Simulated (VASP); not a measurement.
# Y (Fm-3m) in VASP: density of states with PBE

Aim: the density of states of Y with PBE.

Program: VASP 6.6.1. These are calculated values, not measurements. Logs are shortened: lines on timing, memory, paths and dates and some standing lists are left out, and cuts for length are marked.

### 1 The cell of the first run

Symmetry: Fm-3m, No. 225, cubic system. The conventional cell has a = 5.004 Å, b = 5.004 Å, c = 5.004 Å, α = 90.00°, β = 90.00°, γ = 90.00°. Y (site symmetry m-3m) has 12 Y at 3.54 Å within 4.7 Å.

### 2 Density of states, PBE

The input, POSCAR:

```
Y
1.0
    0.0000000000      2.5021010000      2.5021010000
    2.5021010000      0.0000000000      2.5021010000
    2.5021010000      2.5021010000      0.0000000000
Y
1
Direct
    0.0000000000      0.0000000000      0.0000000000
```

The input, INCAR.step1:

```
SYSTEM = Y
  PREC = Accurate
  ENCUT = 400
  EDIFF = 1E-6
  ISMEAR = 1
  SIGMA = 0.0691
  LREAL = .False.
  LASPH = .True.
  NELM = 120
  ALGO = Normal
  ISIF = 2
  LWAVE = .False.
  LCHARG = .True.
  LMAXMIX = 4
  GGA = PE
  NBANDS = 12
  GGA_COMPAT = .False.
  NEDOS = 2001
  LORBIT = 11
```

The input, KPOINTS.step1:

```
Automatic mesh
0
Gamma
  9 9 9
  0 0 0
```

The input, INCAR.step2:

```
SYSTEM = Y
  PREC = Accurate
  ENCUT = 400
  EDIFF = 1E-6
  ISMEAR = -5
  SIGMA = 0.0691
  LREAL = .False.
  LASPH = .True.
  NELM = 120
  ALGO = Normal
  ISIF = 2
  LWAVE = .False.
  LCHARG = .False.
  LMAXMIX = 4
  GGA = PE
  LORBIT = 11
  NBANDS = 12
  NEDOS = 2001
  ICHARG = 11
  GGA_COMPAT = .False.
```

The input, KPOINTS.step2:

```
Automatic mesh
0
Gamma
  14 14 14
  0 0 0
```

Potentials or basis: VASP PAW PBE potentials, release 64 (Y_sv).

Started as:

```bash
cat potpaw_PBE.64/Y_sv/POTCAR > POTCAR
cp INCAR.step1 INCAR
cp KPOINTS.step1 KPOINTS
mpirun -np 1 vasp_std > vasp.out
cp INCAR.step2 INCAR
cp KPOINTS.step2 KPOINTS
mpirun -np 1 vasp_std > vasp.out
```

OUTCAR:

```text
SYSTEM = Y
   PREC = Accurate
   ENCUT = 400
   EDIFF = 1E-6
   ISMEAR = -5
   LREAL = .False.
   LASPH = .True.
   NELM = 120
   ISIF = 2
   GGA = PE
   LORBIT = 11
   ICHARG = 11

 ion  position               nearest neighbor table
   1  0.000  0.000  0.000-

  LATTYP: Found a face centered cubic cell.
 ALAT       =     5.0042020000

  Lattice vectors:

 A1 = (   0.0000000000,   2.5021010000,   2.5021010000)
 A2 = (   2.5021010000,   0.0000000000,   2.5021010000)
 A3 = (   2.5021010000,   2.5021010000,   0.0000000000)

Analysis of symmetry for initial positions (statically):
=====================================================================
 Subroutine PRICEL returns:
 Original cell was already a primitive cell.

 Routine SETGRP: Setting up the symmetry group for a
 face centered cubic supercell.

 Subroutine GETGRP returns: Found 48 space group operations
 (whereof 48 operations were pure point group operations)
 out of a pool of 48 trial point group operations.

The static configuration has the point symmetry O_h .

Analysis of symmetry for dynamics (positions and initial velocities):
=====================================================================
 Subroutine PRICEL returns:
 Original cell was already a primitive cell.

 Routine SETGRP: Setting up the symmetry group for a
 face centered cubic supercell.

 Subroutine GETGRP returns: Found 48 space group operations
 (whereof 48 operations were pure point group operations)
 out of a pool of 48 trial point group operations.

The dynamic configuration has the point symmetry O_h .

 Subroutine INISYM returns: Found 48 space group operations
 (whereof 48 operations are pure point group operations),
 and found     1 'primitive' translations

----------------------------------------------------------------------------------------

                                     Primitive cell

  volume of cell :      31.3289

  direct lattice vectors                    reciprocal lattice vectors
     0.000000000  2.502101000  2.502101000    -0.199832061  0.199832061  0.199832061
     2.502101000  0.000000000  2.502101000     0.199832061 -0.199832061  0.199832061
     2.502101000  2.502101000  0.000000000     0.199832061  0.199832061 -0.199832061

  length of vectors
     3.538505169  3.538505169  3.538505169     0.346119283  0.346119283  0.346119283

  position of ions in fractional coordinates (direct lattice)
     0.000000000  0.000000000  0.000000000

  ion indices of the primitive-cell ions
   primitive index   ion index
                 1           1

----------------------------------------------------------------------------------------

 KPOINTS: Automatic mesh

Automatic generation of k-mesh.
 Grid dimensions read from file:
 generate k-points for:   14   14   14

 Generating k-lattice:

  Cartesian coordinates                     Fractional coordinates (reciprocal lattice)
    -0.014273719  0.014273719  0.014273719     0.071428571  0.000000000  0.000000000
     0.014273719 -0.014273719  0.014273719     0.000000000  0.071428571  0.000000000
     0.014273719  0.014273719 -0.014273719     0.000000000  0.000000000  0.071428571

  Length of vectors
     0.024722806  0.024722806  0.024722806

  Shift w.r.t. Gamma in fractional coordinates (k-lattice)
     0.000000000  0.000000000  0.000000000

 TETIRR: Found    389 inequivalent tetrahedra from    16464

 Subroutine IBZKPT returns following result:
 ===========================================

 Found    104 irreducible k-points:

 Following reciprocal coordinates:
            Coordinates               Weight
  0.000000  0.000000  0.000000      1.000000
  0.071429  0.000000  0.000000      8.000000
  0.142857  0.000000  0.000000      8.000000
  0.214286  0.000000  0.000000      8.000000
  0.285714  0.000000  0.000000      8.000000
  0.357143  0.000000  0.000000      8.000000
[... 16 lines left out ...]
  0.214286  0.142857  0.000000     24.000000
  0.285714  0.142857  0.000000     24.000000
 [... further k-points ...]
   k-points           NKPTS =    104   k-points in BZ     NKDIM =    104   number of bands    NBANDS=     12
   number of dos      NEDOS =   2001   number of ions     NIONS =      1
   total plane-waves  NPLWV =  13824
   dimension x,y,z NGX =    24 NGY =   24 NGZ =   24
   dimension x,y,z NGXF=    48 NGYF=   48 NGZF=   48
   ions per type =               1
   NGX,Y,Z   is equivalent  to a cutoff of  11.28, 11.28, 11.28 a.u.
   NGXF,Y,Z  is equivalent  to a cutoff of  22.55, 22.55, 22.55 a.u.
 SYSTEM =  Y
   PREC   = accura    normal or accurate (medium, high low for compatibility)
   ISTART =      0    job   : 0-new  1-cont  2-samecut
   ICHARG =     11    charge: 1-file 2-atom 10-const
   ISPIN  =      1    spin polarized calculation?
   LNONCOLLINEAR =      F non collinear calculations
   LSORBIT =      F    spin-orbit coupling
   LASPH  =      T    aspherical Exc in radial PAW
   ENCUT  =  400.0 eV  29.40 Ry    5.42 a.u.   5.77  5.77  5.77*2*pi/ulx,y,z
   NELM   =    120;   NELMIN=  2; NELMDL=  0     # of ELM steps
   EDIFF  = 0.1E-05   stopping-criterion for ELM
   LREAL  =      F    real-space projection
   EDIFFG = 0.1E-04   stopping-criterion for IOM
   NSW    =      0    number of steps for IOM
   IBRION =     -1    ionic relax: 0-MD 1-quasi-New 2-CG
   NFREE  =      0    steps in history (QN), initial steepest desc. (CG)
   ISIF   =      2    stress and relaxation
   ISYM   =      2    0-nonsym 1-usesym 2-fastsym
   POTIM  = 0.5000    time-step for ionic-motion
   TEBEG  =    0.0;   TEEND  =   0.0 temperature during run
   PSTRESS=    0.0 pullay stress
   NELECT =      11.0000    total number of electrons
   NUPDOWN=      -1.0000    fix difference up-down
   EMIN   =  10.00;   EMAX   =-10.00  energy-range for DOS
   EFERMI =   0.00;   METHOD = LEGACY
   ISMEAR =    -5;   SIGMA  =   0.07  broadening in eV -4-tet -1-fermi 0-gaus
   EFERMI_NEDOS =   21; number of points for ismear=-14 and -15
   IALGO  =     38    algorithm
   IMIX   =      4    mixing-type and parameters
     AMIX     =   0.40;   BMIX     =  1.00
     AMIX_MAG =   1.60;   BMIX_MAG =  1.00
  volume/ion in A,a.u.               =      31.33       211.42
  Fermi-wavevector in a.u.,A,eV,Ry     =   1.154935  2.182511 18.148470  1.333875
  Thomas-Fermi vector in A             =   2.291568
   LORBIT       =     11    0 simple, 1 ext, 2 COOP (PROOUT), +10 PAW based schemes
   GGA     = PE    functional components
   LHFCALC =     F    Hartree Fock is set to
   AEXX    =    0.0000 exact exchange contribution
   IVDW    =     0    specifies the selected vdW correction
   LEPSILON=     F    determine dielectric tensor
   LRPA    =     F    only Hartree local field effects (RPA)
 non-spin polarized calculation
 Fermi weights with tetrahedron method with Bloechl corrections
  energy-cutoff  :      400.00
  volume of cell :       31.33
 maximum number of plane-waves:       588

 number of electron      11.0000001 magnetization

 Free energy of the ion-electron system (eV)
  ---------------------------------------------------
  ext. energy  EPLUGINS =         0.00000000
  ---------------------------------------------------
  free energy    TOTEN  =        -6.40343028 eV

  energy without entropy =       -6.40343028  energy(sigma->0) =       -6.40343028

 E-fermi :   3.2798     XC(G=0):  -9.6081

 val. band max:        3.2931345332   @ k =  -0.3571   0.4286   0.2143
 cond. band min:       3.2929206039   @ k =   0.5000   0.2857   0.1429
 fundamental gap:     -0.0002139292
 Fermi energy:         3.2798166175

 k-point     1 :       0.0000    0.0000    0.0000
  band No.  band energies     occupation
      1     -39.3068      2.00000
      2     -18.9747      2.00000
      3     -18.9747      2.00000
      4     -18.9747      2.00000
      5      -1.5280      2.00000
      6       5.1117      0.00000
      7       5.1117      0.00000
      8       5.1117      0.00000
      9       7.2134      0.00000
     10       7.2134      0.00000
     11      12.3619      0.00000
     12      15.7535      0.00000

 k-point     2 :       0.0714    0.0000    0.0000
  band No.  band energies     occupation
      1     -39.3031      2.00000
      2     -19.0085      2.00000
      3     -18.9789      2.00000
      4     -18.9789      2.00000
      5      -1.3950      2.00000
      6       4.9607      0.00000
      7       5.1745      0.00000
      8       5.1745      0.00000
      9       7.1413      0.00000
     10       7.1413      0.00000
     11      12.6694      0.00000
     12      15.1413      0.00000

 k-point     3 :       0.1429    0.0000    0.0000
  band No.  band energies     occupation
      1     -39.2925      2.00000
      2     -19.1018      2.00000
      3     -18.9907      2.00000
      4     -18.9907      2.00000
      5      -1.0138      2.00000
      6       4.5961      0.00000
      7       5.3188      0.00000
      8       5.3188      0.00000
      9       7.0095      0.00000
     10       7.0095      0.00000
     11      13.3479      0.00000
     12      14.2532      0.00000

 k-point     4 :       0.2143    0.0000    0.0000
  band No.  band energies     occupation
      1     -39.2771      2.00000
      2     -19.2338      2.00000
      3     -19.0076      2.00000
      4     -19.0076      2.00000
      5      -0.4407      2.00000
      6       4.1886      0.00000
      7       5.3991      0.00000
      8       5.3991      0.00000
      9       7.0424      0.00000
     10       7.0424      0.00000
     11      12.9370      0.00000
     12      14.7147      0.00000

 k-point     5 :       0.2857    0.0000    0.0000
  band No.  band energies     occupation
      1     -39.2600      2.00000
      2     -19.3764      2.00000
      3     -19.0262      2.00000
      4     -19.0262      2.00000
      5       0.2195      2.00000
      6       3.8862      0.00000
      7       5.3022      0.00000
      8       5.3022      0.00000
      9       7.4017      0.00000
     10       7.4017      0.00000
     11      12.2053      0.00000
     12      14.8688      0.00000
[... 228 lines left out ...]
      1     -39.2970      2.00000
      2     -19.0548      2.00000
      3     -18.9981      2.00000
      4     -18.9803      2.00000
      5      -1.1790      2.00000
      6       4.7354      0.00000
      7       5.2698      0.00000
      8       5.2742      0.00000
      9       6.8834      0.00000
     10       7.2053      0.00000
     11      13.1385      0.00000
     12      14.6790      0.00000

 k-point    22 :       0.1429    0.1429    0.0000
  band No.  band energies     occupation
      1     -39.2877      2.00000
      2     -19.0985      2.00000
      3     -19.0184      2.00000
      4     -19.0184      2.00000
      5      -0.8444      2.00000
      6       4.3516      0.00000
      7       5.5129      0.00000
      8       5.5129      0.00000
      9       6.2669      0.00000
     10       7.4567      0.00000
     11      13.8722      0.00000
     12      15.0395      0.00000

 k-point    23 :       0.2143    0.1429    0.0000
  band No.  band energies     occupation
      1     -39.2763      2.00000
      2     -19.1840      2.00000
      3     -19.0399      2.00000
      4     -19.0348      2.00000
      5      -0.4170      2.00000
      6       4.0248      0.00000
      7       5.5189      0.00000
      8       5.7050      0.00000
      9       6.1268      0.00000
     10       7.5789      0.00000
     11      14.3939      0.00000
     12      14.7790      0.00000

 k-point    24 :       0.2857    0.1429    0.0000
  band No.  band energies     occupation
      1     -39.2613      2.00000
      2     -19.3006      2.00000
      3     -19.0611      2.00000
      4     -19.0547      2.00000
      5       0.1706      2.00000
      6       3.7243     -0.00366
      7       5.1128      0.00000
      8       5.7759      0.00000
      9       6.5945      0.00000
     10       7.8358      0.00000
     11      13.5936      0.00000
     12      15.4590      0.00000

 [... further k-points ...]

------------------------ aborting loop because EDIFF is reached ----------------------------------------

  FORCE on cell =-STRESS in cart. coord.  units (eV):
  Direction    XX          YY          ZZ          XY          YZ          ZX
  --------------------------------------------------------------------------------------
  -------------------------------------------------------------------------------------
  Total        0.2852495      0.2852495      0.2852495      0.0000000     -0.0000000      0.0000000
  in kB       14.5878367     14.5878367     14.5878367      0.0000000     -0.0000000      0.0000000
  external PRESSURE =      14.5878367 kB  Pullay stress =       0.0000000 kB

 VOLUME and BASIS-vectors are now :
 -----------------------------------------------------------------------------
  energy-cutoff  :      400.00
  volume of cell :       31.33
      direct lattice vectors                 reciprocal lattice vectors
     0.000000000  2.502101000  2.502101000    -0.199832061  0.199832061  0.199832061
     2.502101000  0.000000000  2.502101000     0.199832061 -0.199832061  0.199832061
     2.502101000  2.502101000  0.000000000     0.199832061  0.199832061 -0.199832061

 POSITION                                       TOTAL-FORCE (eV/Angst)
 -----------------------------------------------------------------------------------
      0.00000      0.00000      0.00000        -0.000000      0.000000      0.000000
 -----------------------------------------------------------------------------------
    total drift:                               -0.000000      0.000000      0.000000

  FREE ENERGIE OF THE ION-ELECTRON SYSTEM (eV)
  ---------------------------------------------------
  free  energy   TOTEN  =        -6.4034302834 eV

  energy  without entropy=       -6.4034302834  energy(sigma->0) =       -6.40343028

 total charge

# of ion       s       p       d       f       tot
--------------------------------------------------
    1        2.288   6.210   0.985   0.007   9.491
```

Wall time 41 s (1 thread of Intel Xeon 8259CL, shared host); peak memory 0.16 GiB.

What came out:

```
Valence electrons inside the program's atomic spheres : Y 9.49
```

Caveat: tetrahedron occupations give inexact forces and stress in metals.
